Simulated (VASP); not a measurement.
# SrCl2 (Cm) in VASP: single point with PBEsol

Aim: the single point of SrCl2 with PBEsol.

Everything below comes from runs of VASP 6.6.1. Logs are shortened: lines on timing, memory, paths and dates and some standing lists are left out, and cuts for length are marked.

## (1) The cell of the first run

The structure is monoclinic, space group Cm (No. 8). Conventional cell: a = 6.971 Å, b = 6.971 Å, c = 4.929 Å, α = 90.00°, β = 135.00°, γ = 90.00°. Sr (site symmetry m) has 8 Cl at 2.97 to 3.07 Å within 3.9 Å. Cl (site symmetry 1) has 4 Sr at 2.97 to 3.07 Å and 6 Cl at 3.49 Å within 3.9 Å.

## (2) Single point, PBEsol (atoms displaced along a vibrational mode)

Input file INCAR:

```
ALGO = Normal
EDIFF = 1E-6
ENCUT = 520
GGA = PS
ISIF = 2
ISMEAR = 0
LASPH = T
LCHARG = T
LELF = T
LREAL = F
LVHAR = T
LWAVE = F
NBANDS = 19
NELM = 100
PREC = Accurate
SIGMA = 0.05
```

Input file KPOINTS:

```
k-points
0
Gamma
  6 6 6
```

Input file POSCAR:

```
SrCl2
1.0
    0.0000000000      3.4855000000      3.4855000000
    3.4855000000      0.0000000000      3.4855000000
    3.4855000000      3.4855000000      0.0000000000
Sr Cl
1 2
Direct
    0.0031041481     -0.0053159971      0.0053159971
    0.2461638158      0.2565696427      0.2434303573
    0.7461638158      0.7565696427      0.7434303573
```

Potentials or basis: VASP PAW PBE potentials, release 64 (Sr_sv, Cl).

On the command line:

```bash
> cat potpaw_PBE.64/Sr_sv/POTCAR potpaw_PBE.64/Cl/POTCAR > POTCAR
> mpirun -np 1 vasp_std > vasp.out
```

OUTCAR:

```text
EDIFF = 1E-6
   ENCUT = 520
   GGA = PS
   ISIF = 2
   ISMEAR = 0
   LASPH = T
   LREAL = F
   NELM = 100
   PREC = Accurate

 ion  position               nearest neighbor table
   1  0.003  0.995  0.005-   3 2.97   2 2.97   2 2.99   3 2.99   3 3.05   2 3.05   3 3.07   2 3.07

   2  0.246  0.257  0.243-   1 2.97   1 2.99   1 3.05   1 3.07
   3  0.746  0.757  0.743-   1 2.97   1 2.99   1 3.05   1 3.07

  LATTYP: Found a face centered cubic cell.
 ALAT       =     6.9710000000

  Lattice vectors:

 A1 = (   0.0000000000,   3.4855000000,   3.4855000000)
 A2 = (   3.4855000000,   0.0000000000,   3.4855000000)
 A3 = (   3.4855000000,   3.4855000000,   0.0000000000)

Analysis of symmetry for initial positions (statically):
=====================================================================
 Subroutine PRICEL returns:
 Original cell was already a primitive cell.

 Routine SETGRP: Setting up the symmetry group for a
 face centered cubic supercell.

 Subroutine GETGRP returns: Found  2 space group operations
 (whereof  2 operations were pure point group operations)
 out of a pool of 48 trial point group operations.

The static configuration has the point symmetry C_1h.

Analysis of symmetry for dynamics (positions and initial velocities):
=====================================================================
 Subroutine PRICEL returns:
 Original cell was already a primitive cell.

 Routine SETGRP: Setting up the symmetry group for a
 face centered cubic supercell.

 Subroutine GETGRP returns: Found  2 space group operations
 (whereof  2 operations were pure point group operations)
 out of a pool of 48 trial point group operations.

The dynamic configuration has the point symmetry C_1h.

 Subroutine INISYM returns: Found  2 space group operations
 (whereof  2 operations are pure point group operations),
 and found     1 'primitive' translations

----------------------------------------------------------------------------------------

                                     Primitive cell

  volume of cell :      84.6887

  direct lattice vectors                    reciprocal lattice vectors
     0.000000000  3.485500000  3.485500000    -0.143451442  0.143451442  0.143451442
     3.485500000  0.000000000  3.485500000     0.143451442 -0.143451442  0.143451442
     3.485500000  3.485500000  0.000000000     0.143451442  0.143451442 -0.143451442

  length of vectors
     4.929241372  4.929241372  4.929241372     0.248465185  0.248465185  0.248465185

  position of ions in fractional coordinates (direct lattice)
     0.003104148  0.994684003  0.005315997
     0.246163816  0.256569643  0.243430357
     0.746163816  0.756569643  0.743430357

  ion indices of the primitive-cell ions
   primitive index   ion index
                 1           1
                 2           2
                 3           3

----------------------------------------------------------------------------------------

 KPOINTS: k-points

Automatic generation of k-mesh.
 Grid dimensions read from file:
 generate k-points for:    6    6    6

 Generating k-lattice:

  Cartesian coordinates                     Fractional coordinates (reciprocal lattice)
    -0.023908574  0.023908574  0.023908574     0.166666667  0.000000000  0.000000000
     0.023908574 -0.023908574  0.023908574     0.000000000  0.166666667  0.000000000
     0.023908574  0.023908574 -0.023908574     0.000000000  0.000000000  0.166666667

  Length of vectors
     0.041410864  0.041410864  0.041410864

  Shift w.r.t. Gamma in fractional coordinates (k-lattice)
     0.000000000  0.000000000  0.000000000

 Subroutine IBZKPT returns following result:
 ===========================================

 Found     68 irreducible k-points:

 Following reciprocal coordinates:
            Coordinates               Weight
  0.000000  0.000000  0.000000      1.000000
  0.166667  0.000000  0.000000      4.000000
  0.000000  0.166667  0.000000      4.000000
  0.333333  0.000000  0.000000      4.000000
  0.000000  0.333333  0.000000      4.000000
  0.500000  0.000000  0.000000      2.000000
[... 16 lines left out ...]
 -0.333333  0.166667  0.000000      4.000000
  0.000000 -0.333333  0.166667      4.000000
 [... further k-points ...]
   k-points           NKPTS =     68   k-points in BZ     NKDIM =     68   number of bands    NBANDS=     19
   number of dos      NEDOS =    301   number of ions     NIONS =      3
   total plane-waves  NPLWV =  64000
   dimension x,y,z NGX =    40 NGY =   40 NGZ =   40
   dimension x,y,z NGXF=    80 NGYF=   80 NGZF=   80
   ions per type =               1   2
   NGX,Y,Z   is equivalent  to a cutoff of  13.49, 13.49, 13.49 a.u.
   NGXF,Y,Z  is equivalent  to a cutoff of  26.98, 26.98, 26.98 a.u.
 SYSTEM =  unknown system
   PREC   = accura    normal or accurate (medium, high low for compatibility)
   ISTART =      0    job   : 0-new  1-cont  2-samecut
   ICHARG =      2    charge: 1-file 2-atom 10-const
   ISPIN  =      1    spin polarized calculation?
   LNONCOLLINEAR =      F non collinear calculations
   LSORBIT =      F    spin-orbit coupling
   LASPH  =      T    aspherical Exc in radial PAW
   ENCUT  =  520.0 eV  38.22 Ry    6.18 a.u.   9.17  9.17  9.17*2*pi/ulx,y,z
   NELM   =    100;   NELMIN=  2; NELMDL= -5     # of ELM steps
   EDIFF  = 0.1E-05   stopping-criterion for ELM
   LREAL  =      F    real-space projection
   EDIFFG = 0.1E-04   stopping-criterion for IOM
   NSW    =      0    number of steps for IOM
   IBRION =     -1    ionic relax: 0-MD 1-quasi-New 2-CG
   NFREE  =      0    steps in history (QN), initial steepest desc. (CG)
   ISIF   =      2    stress and relaxation
   ISYM   =      2    0-nonsym 1-usesym 2-fastsym
   POTIM  = 0.5000    time-step for ionic-motion
   TEBEG  =    0.0;   TEEND  =   0.0 temperature during run
   PSTRESS=    0.0 pullay stress
   NELECT =      24.0000    total number of electrons
   NUPDOWN=      -1.0000    fix difference up-down
   EMIN   =  10.00;   EMAX   =-10.00  energy-range for DOS
   EFERMI =   0.00;   METHOD = LEGACY
   ISMEAR =     0;   SIGMA  =   0.05  broadening in eV -4-tet -1-fermi 0-gaus
   EFERMI_NEDOS =   21; number of points for ismear=-14 and -15
   IALGO  =     38    algorithm
   IMIX   =      4    mixing-type and parameters
     AMIX     =   0.40;   BMIX     =  1.00
     AMIX_MAG =   1.60;   BMIX_MAG =  1.00
  volume/ion in A,a.u.               =      28.23       190.50
  Fermi-wavevector in a.u.,A,eV,Ry     =   1.075318  2.032056 15.732530  1.156308
  Thomas-Fermi vector in A             =   2.211171
   LORBIT       =      0    0 simple, 1 ext, 2 COOP (PROOUT), +10 PAW based schemes
   GGA     = PS    functional components
   LHFCALC =     F    Hartree Fock is set to
   AEXX    =    0.0000 exact exchange contribution
   IVDW    =     0    specifies the selected vdW correction
   LEPSILON=     F    determine dielectric tensor
   LRPA    =     F    only Hartree local field effects (RPA)
 non-spin polarized calculation
 Gauss-broadening in eV      SIGMA  =   0.05
  energy-cutoff  :      520.00
  volume of cell :       84.69
 maximum number of plane-waves:      2301
 NGX is ok and might be reduce to    40
   NGX = 19   NGY = 19   NGZ = 19

 number of electron      23.9999999 magnetization

 Free energy of the ion-electron system (eV)
  ---------------------------------------------------
  ext. energy  EPLUGINS =         0.00000000
  ---------------------------------------------------
  free energy    TOTEN  =       -13.33212054 eV

  energy without entropy =      -13.33212054  energy(sigma->0) =      -13.33212054

 E-fermi :   0.3909     XC(G=0):  -8.5011

 val. band max:        0.1035190083   @ k =   0.0000   0.5000   0.5000
 cond. band min:       5.2405629961   @ k =   0.0000   0.0000   0.0000
 fundamental gap:      5.1370439878
 Fermi energy:         0.3908958522

 k-point     1 :       0.0000    0.0000    0.0000
  band No.  band energies     occupation
      1     -32.6899      2.00000
      2     -14.7110      2.00000
      3     -14.7085      2.00000
      4     -14.7083      2.00000
      5     -13.2034      2.00000
      6     -12.3345      2.00000
[... 11 lines left out ...]
     18       8.9842      0.00000
     19       9.3980      0.00000

 k-point     2 :       0.1667    0.0000    0.0000
  band No.  band energies     occupation
      1     -32.6891      2.00000
      2     -14.8048      2.00000
      3     -14.7134      2.00000
      4     -14.7121      2.00000
      5     -13.0449      2.00000
      6     -12.3918      2.00000
[... 11 lines left out ...]
     18       8.7647      0.00000
     19       9.7682      0.00000

 k-point     3 :       0.0000    0.1667    0.0000
  band No.  band energies     occupation
      1     -32.6891      2.00000
      2     -14.8055      2.00000
      3     -14.7127      2.00000
      4     -14.7120      2.00000
      5     -13.0450      2.00000
      6     -12.3918      2.00000
[... 11 lines left out ...]
     18       8.7676      0.00000
     19       9.7913      0.00000

 k-point     4 :       0.3333    0.0000    0.0000
  band No.  band energies     occupation
      1     -32.6874      2.00000
      2     -14.9519      2.00000
      3     -14.7217      2.00000
      4     -14.7194      2.00000
      5     -12.8245      2.00000
      6     -12.4418      2.00000
[... 11 lines left out ...]
     18       8.6340      0.00000
     19       9.0949      0.00000

 k-point     5 :       0.0000    0.3333    0.0000
  band No.  band energies     occupation
      1     -32.6874      2.00000
      2     -14.9529      2.00000
      3     -14.7206      2.00000
      4     -14.7193      2.00000
      5     -12.8252      2.00000
      6     -12.4411      2.00000
[... 11 lines left out ...]
     18       8.6334      0.00000
     19       9.1080      0.00000

 k-point     6 :       0.5000    0.0000    0.0000
  band No.  band energies     occupation
      1     -32.6866      2.00000
      2     -15.0119      2.00000
      3     -14.7258      2.00000
      4     -14.7230      2.00000
      5     -12.7945      2.00000
      6     -12.3949      2.00000
[... 11 lines left out ...]
     18       8.6775      0.00000
     19       8.7251      0.00000

 k-point     7 :       0.0000    0.5000    0.0000
  band No.  band energies     occupation
      1     -32.6866      2.00000
      2     -15.0131      2.00000
      3     -14.7245      2.00000
      4     -14.7229      2.00000
      5     -12.7959      2.00000
      6     -12.3937      2.00000
[... 11 lines left out ...]
     18       8.6766      0.00000
     19       8.7261      0.00000

 k-point     8 :       0.1667    0.1667    0.0000
  band No.  band energies     occupation
      1     -32.6888      2.00000
      2     -14.8279      2.00000
      3     -14.7181      2.00000
      4     -14.7176      2.00000
      5     -12.9868      2.00000
      6     -12.4152      2.00000
[... 256 lines left out ...]
 k-point    20 :       0.1667    0.1667   -0.3333
  band No.  band energies     occupation
      1     -32.6863      2.00000
      2     -14.9878      2.00000
      3     -14.7844      2.00000
      4     -14.7285      2.00000
      5     -12.7003      2.00000
      6     -12.4407      2.00000
[... 11 lines left out ...]
     18       8.7822      0.00000
     19       9.1674      0.00000

 k-point    21 :       0.5000    0.3333    0.5000
  band No.  band energies     occupation
      1     -32.6863      2.00000
      2     -14.9862      2.00000
      3     -14.7852      2.00000
      4     -14.7282      2.00000
      5     -12.7002      2.00000
      6     -12.4427      2.00000
[... 11 lines left out ...]
     18       8.7790      0.00000
     19       9.1689      0.00000

 k-point    22 :       0.3333   -0.1667   -0.1667
  band No.  band energies     occupation
      1     -32.6863      2.00000
      2     -14.9868      2.00000
      3     -14.7851      2.00000
      4     -14.7290      2.00000
      5     -12.6992      2.00000
      6     -12.4417      2.00000
[... 11 lines left out ...]
     18       8.7850      0.00000
     19       9.1631      0.00000

 k-point    23 :      -0.3333    0.1667    0.0000
  band No.  band energies     occupation
      1     -32.6866      2.00000
      2     -14.9619      2.00000
      3     -14.7927      2.00000
      4     -14.7235      2.00000
      5     -12.7033      2.00000
      6     -12.4652      2.00000
[... 11 lines left out ...]
     18       8.6124      0.00000
     19       9.3131      0.00000

 k-point    24 :       0.0000   -0.3333    0.1667
  band No.  band energies     occupation
      1     -32.6866      2.00000
      2     -14.9629      2.00000
      3     -14.7921      2.00000
      4     -14.7230      2.00000
      5     -12.7040      2.00000
      6     -12.4646      2.00000
[... 11 lines left out ...]
     18       8.6103      0.00000
     19       9.3191      0.00000

 [... further k-points ...]

------------------------ aborting loop because EDIFF is reached ----------------------------------------

  FORCE on cell =-STRESS in cart. coord.  units (eV):
  Direction    XX          YY          ZZ          XY          YZ          ZX
  --------------------------------------------------------------------------------------
  -------------------------------------------------------------------------------------
  Total       -0.4194020     -0.4322796     -0.4202513      0.0000000     -0.0142871      0.0000000
  in kB       -7.9344315     -8.1780556     -7.9504997      0.0000000     -0.2702895      0.0000000
  external PRESSURE =      -8.0209956 kB  Pullay stress =       0.0000000 kB

 VOLUME and BASIS-vectors are now :
 -----------------------------------------------------------------------------
  energy-cutoff  :      520.00
  volume of cell :       84.69
      direct lattice vectors                 reciprocal lattice vectors
     0.000000000  3.485500000  3.485500000    -0.143451442  0.143451442  0.143451442
     3.485500000  0.000000000  3.485500000     0.143451442 -0.143451442  0.143451442
     3.485500000  3.485500000  0.000000000     0.143451442  0.143451442 -0.143451442

 POSITION                                       TOTAL-FORCE (eV/Angst)
 -----------------------------------------------------------------------------------
      3.48550      0.02935      3.47779         0.000000     -0.166039      0.044204
      1.74275      1.70648      1.75228        -0.005679      0.083019     -0.022102
      5.22825      5.19198      5.23778         0.005679      0.083019     -0.022102
 -----------------------------------------------------------------------------------
    total drift:                               -0.000000      0.000149      0.000148

  FREE ENERGIE OF THE ION-ELECTRON SYSTEM (eV)
  ---------------------------------------------------
  free  energy   TOTEN  =       -13.3321205390 eV

  energy  without entropy=      -13.3321205390  energy(sigma->0) =      -13.33212054
```

Wall time 1.8 min (1 thread of Oxide Virtual Turin-like, shared host); peak memory 0.26 GiB.

What came out:

```
Free energy            : -13.3321 eV
Pressure               : -0.8 GPa
Largest force          : 0.172 eV/Å
Band gap on the k mesh : 5.14 eV (least direct gap 5.36 eV)
```

Forces in eV/Å, atoms in the order of the input:
```
Sr   0.000 -0.166  0.044
Cl  -0.006  0.083 -0.022
Cl   0.006  0.083 -0.022
```

Caveat: the cell differs from its parent crystal (atoms displaced along a vibrational mode); the PAW data sets were made with another functional, which shifts forces and pressure a little. A k mesh can miss the band edges.
